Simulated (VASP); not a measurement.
# BAs (scan) (F-43m) in VASP: a series of runs

Runs on BAs (scan). Level: r2SCAN. Tasks: single point, relaxation of cell and atoms.

All numbers are computed with VASP 6.6.1; they aren't measurements. Logs are shortened: lines on timing, memory, paths and dates and some standing lists are left out, and cuts for length are marked.

## 1. The cell of the first run

The structure is cubic, space group F-43m (No. 216). The conventional cell has a = 4.783 Å, b = 4.783 Å, c = 4.783 Å, α = 90.00°, β = 90.00°, γ = 90.00°. B (site symmetry -43m) has 4 As at 2.07 Å within 2.7 Å. Within 2.7 Å of As (site symmetry -43m) lie 4 B at 2.07 Å.

## 2. Single point, r2SCAN

Input file POSCAR:

```
BAs
1.0
    0.0000000000      2.3912606643      2.3912606643
    2.3912606643      0.0000000000      2.3912606643
    2.3912606643      2.3912606643      0.0000000000
B As
1 1
Direct
    0.0000000000      0.0000000000      0.0000000000
    0.2500000000      0.2500000000      0.2500000000
```

Input file INCAR.step1:

```
SYSTEM = BAs
ALGO = Normal
EDIFF = 1E-4
ENCUT = 520
GGA = PE
ISMEAR = 0
LASPH = .TRUE.
LCHARG = .FALSE.
LREAL = .FALSE.
LWAVE = .TRUE.
NBANDS = 11
NELM = 100
PREC = Accurate
SIGMA = 0.02
```

Input file INCAR.step2:

```
SYSTEM = BAs
ALGO = Normal
EDIFF = 1E-6
ENCUT = 520
ISIF = 2
ISMEAR = 0
ISTART = 1
LASPH = .TRUE.
LCHARG = .FALSE.
LMIXTAU = .TRUE.
LREAL = .FALSE.
LWAVE = .FALSE.
METAGGA = R2SCAN
NBANDS = 11
NELM = 100
PREC = Accurate
SIGMA = 0.02
```

Input file KPOINTS:

```
k-points
0
G
  8 8 8
  0 0 0
```

Potentials or basis: VASP PAW PBE potentials, release 64 (B, As).

Launch:

```
> cat potpaw_PBE.64/B/POTCAR potpaw_PBE.64/As/POTCAR > POTCAR
> cp INCAR.step1 INCAR
> mpirun -np 1 vasp_std > vasp.out
> cp INCAR.step2 INCAR
> mpirun -np 1 vasp_std > vasp.out
```

OUTCAR:

```text
SYSTEM = BAs
   EDIFF = 1E-6
   ENCUT = 520
   ISIF = 2
   ISMEAR = 0
   ISTART = 1
   LASPH = .TRUE.
   LREAL = .FALSE.
   METAGGA = R2SCAN
   NELM = 100
   PREC = Accurate

 ion  position               nearest neighbor table
   1  0.000  0.000  0.000-   2 2.07   2 2.07   2 2.07   2 2.07
   2  0.250  0.250  0.250-   1 2.07   1 2.07   1 2.07   1 2.07

  LATTYP: Found a face centered cubic cell.
 ALAT       =     4.7825213286

  Lattice vectors:

 A1 = (   0.0000000000,   2.3912606643,   2.3912606643)
 A2 = (   2.3912606643,   0.0000000000,   2.3912606643)
 A3 = (   2.3912606643,   2.3912606643,   0.0000000000)

Analysis of symmetry for initial positions (statically):
=====================================================================
 Subroutine PRICEL returns:
 Original cell was already a primitive cell.

 Routine SETGRP: Setting up the symmetry group for a
 face centered cubic supercell.

 Subroutine GETGRP returns: Found 24 space group operations
 (whereof 24 operations were pure point group operations)
 out of a pool of 48 trial point group operations.

The static configuration has the point symmetry T_d .

Analysis of symmetry for dynamics (positions and initial velocities):
=====================================================================
 Subroutine PRICEL returns:
 Original cell was already a primitive cell.

 Routine SETGRP: Setting up the symmetry group for a
 face centered cubic supercell.

 Subroutine GETGRP returns: Found 24 space group operations
 (whereof 24 operations were pure point group operations)
 out of a pool of 48 trial point group operations.

The dynamic configuration has the point symmetry T_d .

 Subroutine INISYM returns: Found 24 space group operations
 (whereof 24 operations are pure point group operations),
 and found     1 'primitive' translations

----------------------------------------------------------------------------------------

                                     Primitive cell

  volume of cell :      27.3471

  direct lattice vectors                    reciprocal lattice vectors
     0.000000000  2.391260664  2.391260664    -0.209094729  0.209094729  0.209094729
     2.391260664  0.000000000  2.391260664     0.209094729 -0.209094729  0.209094729
     2.391260664  2.391260664  0.000000000     0.209094729  0.209094729 -0.209094729

  length of vectors
     3.381753263  3.381753263  3.381753263     0.362162694  0.362162694  0.362162694

  position of ions in fractional coordinates (direct lattice)
     0.000000000  0.000000000  0.000000000
     0.250000000  0.250000000  0.250000000

  ion indices of the primitive-cell ions
   primitive index   ion index
                 1           1
                 2           2

----------------------------------------------------------------------------------------

 KPOINTS: k-points

Automatic generation of k-mesh.
 Grid dimensions read from file:
 generate k-points for:    8    8    8

 Generating k-lattice:

  Cartesian coordinates                     Fractional coordinates (reciprocal lattice)
    -0.026136841  0.026136841  0.026136841     0.125000000  0.000000000  0.000000000
     0.026136841 -0.026136841  0.026136841     0.000000000  0.125000000  0.000000000
     0.026136841  0.026136841 -0.026136841     0.000000000  0.000000000  0.125000000

  Length of vectors
     0.045270337  0.045270337  0.045270337

  Shift w.r.t. Gamma in fractional coordinates (k-lattice)
     0.000000000  0.000000000  0.000000000

 Subroutine IBZKPT returns following result:
 ===========================================

 Found     29 irreducible k-points:

 Following reciprocal coordinates:
            Coordinates               Weight
  0.000000  0.000000  0.000000      1.000000
  0.125000  0.000000  0.000000      8.000000
  0.250000  0.000000  0.000000      8.000000
  0.375000  0.000000  0.000000      8.000000
  0.500000  0.000000  0.000000      4.000000
  0.125000  0.125000  0.000000      6.000000
[... 16 lines left out ...]
  0.500000  0.250000  0.125000     48.000000
 -0.375000  0.250000  0.125000     24.000000
 [... further k-points ...]
   k-points           NKPTS =     29   k-points in BZ     NKDIM =     29   number of bands    NBANDS=     11
   number of dos      NEDOS =    301   number of ions     NIONS =      2
   total plane-waves  NPLWV =  21952
   dimension x,y,z NGX =    28 NGY =   28 NGZ =   28
   dimension x,y,z NGXF=    56 NGYF=   56 NGZF=   56
   ions per type =               1   1
   NGX,Y,Z   is equivalent  to a cutoff of  13.76, 13.76, 13.76 a.u.
   NGXF,Y,Z  is equivalent  to a cutoff of  27.53, 27.53, 27.53 a.u.
 SYSTEM =  BAs
   PREC   = accura    normal or accurate (medium, high low for compatibility)
   ISTART =      1    job   : 0-new  1-cont  2-samecut
   ICHARG =      0    charge: 1-file 2-atom 10-const
   ISPIN  =      1    spin polarized calculation?
   LNONCOLLINEAR =      F non collinear calculations
   LSORBIT =      F    spin-orbit coupling
   LASPH  =      T    aspherical Exc in radial PAW
   ENCUT  =  520.0 eV  38.22 Ry    6.18 a.u.   6.29  6.29  6.29*2*pi/ulx,y,z
   NELM   =    100;   NELMIN=  2; NELMDL=  0     # of ELM steps
   EDIFF  = 0.1E-05   stopping-criterion for ELM
   LREAL  =      F    real-space projection
   EDIFFG = 0.1E-04   stopping-criterion for IOM
   NSW    =      0    number of steps for IOM
   IBRION =     -1    ionic relax: 0-MD 1-quasi-New 2-CG
   NFREE  =      0    steps in history (QN), initial steepest desc. (CG)
   ISIF   =      2    stress and relaxation
   ISYM   =      2    0-nonsym 1-usesym 2-fastsym
   POTIM  = 0.5000    time-step for ionic-motion
   TEBEG  =    0.0;   TEEND  =   0.0 temperature during run
   PSTRESS=    0.0 pullay stress
   NELECT =       8.0000    total number of electrons
   NUPDOWN=      -1.0000    fix difference up-down
   EMIN   =  10.00;   EMAX   =-10.00  energy-range for DOS
   EFERMI =   0.00;   METHOD = LEGACY
   ISMEAR =     0;   SIGMA  =   0.02  broadening in eV -4-tet -1-fermi 0-gaus
   EFERMI_NEDOS =   21; number of points for ismear=-14 and -15
   IALGO  =     38    algorithm
   IMIX   =      4    mixing-type and parameters
     AMIX     =   0.40;   BMIX     =  1.00
     AMIX_MAG =   1.60;   BMIX_MAG =  1.00
  volume/ion in A,a.u.               =      13.67        92.27
  Fermi-wavevector in a.u.,A,eV,Ry     =   1.086762  2.053683 16.069193  1.181052
  Thomas-Fermi vector in A             =   2.222906
   LORBIT       =      0    0 simple, 1 ext, 2 COOP (PROOUT), +10 PAW based schemes
   METAGGA = R2SCAN    functional components
   LHFCALC =     F    Hartree Fock is set to
   AEXX    =    0.0000 exact exchange contribution
   IVDW    =     0    specifies the selected vdW correction
   LEPSILON=     F    determine dielectric tensor
   LRPA    =     F    only Hartree local field effects (RPA)
 non-spin polarized calculation
 Gauss-broadening in eV      SIGMA  =   0.02
  energy-cutoff  :      520.00
  volume of cell :       27.35
 maximum number of plane-waves:       754
 NGX is ok and might be reduce to    28
   NGX = 13   NGY = 13   NGZ = 13

 number of electron       8.0000000 magnetization

 Free energy of the ion-electron system (eV)
  ---------------------------------------------------
  ext. energy  EPLUGINS =         0.00000000
  ---------------------------------------------------
  free energy    TOTEN  =       -22.25395269 eV

  energy without entropy =      -22.25395269  energy(sigma->0) =      -22.25395269

 E-fermi :   6.1222     XC(G=0): -11.1172

 val. band max:        5.9858083947   @ k =   0.0000   0.0000   0.0000
 cond. band min:       7.3704867273   @ k =   0.3750   0.3750   0.0000
 fundamental gap:      1.3846783326
 Fermi energy:         6.1221756103

 k-point     1 :       0.0000    0.0000    0.0000
  band No.  band energies     occupation
      1     -10.1397      2.00000
      2       5.9858      2.00000
      3       5.9858      2.00000
      4       5.9858      2.00000
      5       9.4271      0.00000
      6       9.4271      0.00000
      7       9.4271      0.00000
      8      11.0919      0.00000
      9      16.3450      0.00000
     10      19.4124      0.00000
     11      19.4124      0.00000

 k-point     2 :       0.1250    0.0000    0.0000
  band No.  band energies     occupation
      1      -9.8716      2.00000
      2       3.9206      2.00000
      3       5.5202      2.00000
      4       5.5202      2.00000
      5       9.6393      0.00000
      6      10.0408      0.00000
      7      10.0408      0.00000
      8      12.3988      0.00000
      9      17.3049      0.00000
     10      18.1289      0.00000
     11      18.1289      0.00000

 k-point     3 :       0.2500    0.0000    0.0000
  band No.  band energies     occupation
      1      -9.0908      2.00000
      2       0.8040      2.00000
      3       4.7666      2.00000
      4       4.7666      2.00000
      5       9.3265      0.00000
      6      10.8926      0.00000
      7      10.8926      0.00000
      8      14.5009      0.00000
      9      17.7519      0.00000
     10      17.7519      0.00000
     11      18.0414      0.00000

 k-point     4 :       0.3750    0.0000    0.0000
  band No.  band energies     occupation
      1      -7.9304      2.00000
      2      -1.8994      2.00000
      3       4.2370      2.00000
      4       4.2370      2.00000
      5       9.0409      0.00000
      6      11.0879      0.00000
      7      11.0879      0.00000
      8      15.5189      0.00000
      9      18.6002      0.00000
     10      19.3069      0.00000
     11      19.3069      0.00000
[... 239 lines left out ...]
 k-point    22 :       0.3750    0.2500    0.1250
  band No.  band energies     occupation
      1      -8.4061      2.00000
      2       0.5095      2.00000
      3       2.0944      2.00000
      4       3.8525      2.00000
      5       9.4794      0.00000
      6      11.5611      0.00000
      7      12.3337      0.00000
      8      13.5986      0.00000
      9      17.3777      0.00000
     10      20.0493      0.00000
     11      21.0493      0.00000

 k-point    23 :       0.5000    0.2500    0.1250
  band No.  band energies     occupation
      1      -7.2824      2.00000
      2      -1.5533      2.00000
      3       1.3368      2.00000
      4       3.1070      2.00000
      5      10.1621      0.00000
      6      11.3681      0.00000
      7      12.9752      0.00000
      8      14.5291      0.00000
      9      18.1411      0.00000
     10      20.0066      0.00000
     11      22.4112      0.00000

 k-point    24 :      -0.3750    0.2500    0.1250
  band No.  band energies     occupation
      1      -6.5172      2.00000
      2      -2.7389      2.00000
      3       1.2059      2.00000
      4       2.7569      2.00000
      5      10.3050      0.00000
      6      11.0413      0.00000
      7      13.9534      0.00000
      8      15.5955      0.00000
      9      16.9098      0.00000
     10      20.9613      0.00000
     11      22.1078      0.00000

 [... further k-points ...]
[... 5 lines left out ...]
  --------------------------------------------------------------------------------------
  -------------------------------------------------------------------------------------
  Total        0.0622129      0.0622129      0.0622129     -0.0000000      0.0000000      0.0000000
  in kB        3.6448542      3.6448542      3.6448542     -0.0000000      0.0000000      0.0000000
  external PRESSURE =       3.6448542 kB  Pullay stress =       0.0000000 kB

 VOLUME and BASIS-vectors are now :
 -----------------------------------------------------------------------------
  energy-cutoff  :      520.00
  volume of cell :       27.35
      direct lattice vectors                 reciprocal lattice vectors
     0.000000000  2.391260664  2.391260664    -0.209094729  0.209094729  0.209094729
     2.391260664  0.000000000  2.391260664     0.209094729 -0.209094729  0.209094729
     2.391260664  2.391260664  0.000000000     0.209094729  0.209094729 -0.209094729

 POSITION                                       TOTAL-FORCE (eV/Angst)
 -----------------------------------------------------------------------------------
      0.00000      0.00000      0.00000         0.000000      0.000000     -0.000000
      1.19563      1.19563      1.19563        -0.000000     -0.000000      0.000000
 -----------------------------------------------------------------------------------
    total drift:                               -0.000000     -0.000000     -0.000000

  FREE ENERGIE OF THE ION-ELECTRON SYSTEM (eV)
  ---------------------------------------------------
  free  energy   TOTEN  =       -22.2539526852 eV

  energy  without entropy=      -22.2539526852  energy(sigma->0) =      -22.25395269
```

Run time: 58 s. Hardware: 1 thread of Intel Xeon 8259CL, shared host; peak memory 0.17 GiB.

What came out:

* Free energy: -22.2540 eV
* Pressure: 0.4 GPa
* Band gap on the k mesh: 1.38 eV, indirect (least direct gap 3.44 eV)

Caveat: the PAW data sets were made with another functional, which shifts forces and pressure a little.

## 3. Single point, r2SCAN

POSCAR is that of step 2.

Input file INCAR.step1:

```
PREC = Accurate ; ENCUT = 520
ISMEAR = 0 ; SIGMA = 0.01
LREAL = False ; LASPH = True
NELM = 100 ; NBANDS = 11
GGA = PE ; ALGO = Normal
EDIFF = 1E-4 ; LWAVE = True
LCHARG = False
```

Input file INCAR.step2:

```
PREC = Accurate ; ENCUT = 520
EDIFF = 1E-6 ; ISMEAR = 0
SIGMA = 0.01 ; LREAL = False
LASPH = True ; NELM = 100
ALGO = Normal ; ISIF = 2
LWAVE = False ; LCHARG = True
METAGGA = R2SCAN ; LMIXTAU = True
LELF = True ; LVHAR = True
NBANDS = 11 ; ISTART = 1
```

Input file KPOINTS:

```
regular mesh
0
Gamma
  8 8 8
```

Potentials or basis: VASP PAW PBE potentials, release 64 (B, As).

Launch:

```
> cat potpaw_PBE.64/B/POTCAR potpaw_PBE.64/As/POTCAR > POTCAR
> cp INCAR.step1 INCAR
> mpirun -np 1 vasp_std > vasp.out
> cp INCAR.step2 INCAR
> mpirun -np 1 vasp_std > vasp.out
```

Wall time 78 s (1 thread of Intel Xeon 8259CL, shared host); peak memory 0.17 GiB.

The run converged. Its results:

| Item | Value |
| --- | --- |
| Free energy | -22.2540 eV |
| Pressure | 0.4 GPa |
| Band gap on the k mesh | 1.38 eV, indirect (least direct gap 3.44 eV) |

Levels at points of the mesh, in eV from the valence-band top:
| k point | band 2 | band 3 | band 4 | band 5 | band 6 | band 7 |
| --- | --- | --- | --- | --- | --- | --- |
| (0.00, 0.00, 0.00) | 0.00 | 0.00 | 0.00 | 3.44 | 3.44 | 3.44 |
| (0.50, 0.00, 0.00) | -9.22 | -1.93 | -1.93 | 2.95 | 5.05 | 5.05 |
| (0.50, 0.50, 0.00) | -9.04 | -4.30 | -4.30 | 1.62 | 1.70 | 12.13 |

Caveat: the PAW data sets were made with another functional, which shifts forces and pressure a little. A k mesh can miss the band edges.

## 4. Single point, r2SCAN

POSCAR is that of step 3.

Input file INCAR.step1:

```
SYSTEM = BAs
PREC = Accurate
ENCUT = 520
ISMEAR = 0
SIGMA = 0.01
LREAL = .False.
LASPH = .True.
NELM = 80
NBANDS = 11
GGA = PE
ALGO = Normal
EDIFF = 1E-4
LWAVE = .True.
LCHARG = .False.
```

Input file INCAR.step2:

```
SYSTEM = BAs
PREC = Accurate
ENCUT = 520
EDIFF = 1E-6
ISMEAR = 0
SIGMA = 0.01
LREAL = .False.
LASPH = .True.
NELM = 80
ALGO = Normal
ISIF = 2
LWAVE = .False.
LCHARG = .True.
METAGGA = R2SCAN
LMIXTAU = .True.
LELF = .True.
LVHAR = .True.
NBANDS = 11
ISTART = 1
```

Input file KPOINTS:

```
Automatic mesh
0
Gamma
  8 8 8
  0 0 0
```

Launch:

```
> cat potpaw_PBE.64/B/POTCAR potpaw_PBE.64/As/POTCAR > POTCAR
> cp INCAR.step1 INCAR
> mpirun -np 1 vasp_std > vasp.out
> cp INCAR.step2 INCAR
> mpirun -np 1 vasp_std > vasp.out
```

It took 86 s on 1 thread of Intel Xeon 8259CL, shared host; peak memory 0.17 GiB.

Results (log left out):

```yaml
Free_energy: -22.2540 eV
Pressure: 0.4 GPa
Band_gap_on_the_k_mesh: 1.38 eV, indirect (least direct gap 3.44 eV)
```

Levels at points of the mesh, in eV from the valence-band top:
| k point | band 1 | band 2 | band 3 | band 4 | band 5 | band 6 | band 7 | band 8 | band 9 |
| --- | --- | --- | --- | --- | --- | --- | --- | --- | --- |
| (0.00, 0.00, 0.00) | -16.13 | 0.00 | 0.00 | 0.00 | 3.44 | 3.44 | 3.44 | 5.11 | 10.36 |
| (0.50, 0.00, 0.00) | -13.11 | -9.22 | -1.93 | -1.93 | 2.95 | 5.05 | 5.05 | 9.57 | 13.61 |
| (0.50, 0.50, 0.00) | -11.68 | -9.04 | -4.30 | -4.30 | 1.62 | 1.70 | 12.13 | 12.13 | 13.85 |

Caveat: the PAW data sets were made with another functional, which shifts forces and pressure a little. r2SCAN opens gaps a little over a GGA but as a rule still falls short of measured ones.

(Part 1 of 2 ends here.)
